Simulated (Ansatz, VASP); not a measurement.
## Two plane-wave programs on Zn

```xyz
2
Lattice="2.6354 0.0000 0.0000 -1.3177 2.2823 0.0000 0.0000 0.0000 5.0918" Properties=species:S:1:pos:R:3 pbc="T T T"
Zn    0.0000    1.5216    1.2730
Zn    1.3177    0.7608    3.8189
```

Alike in both runs: functional PBE; k mesh 18 × 18 × 10; occupations gaussian, width 0.1 eV; no spin polarisation.

Ansatz relaxed the structure, and its values are those at the end. VASP's run is a single point on that final structure, the one shown.

|  | VASP | Ansatz |
| --- | --- | --- |
| version | VASP 6.6.1 | Ansatz 0.2.0 |
| potentials or method | VASP PAW PBE potentials, release 64 (Zn), cutoff 520 eV | scalar-relativistic, plane waves, PAW |
| valence electrons in the cell | 24 | 24 |

VASP gave:

| Item | Value |
| --- | --- |
| gap on the k mesh at the Fermi level (eV) | none |
| pressure (GPa) | 0.3 |

Which values does Ansatz return?

gap on the k mesh at the Fermi level (eV): none; pressure (GPa): 0.0.

A gap of «none» marks a metal or a gap that the smearing closes.
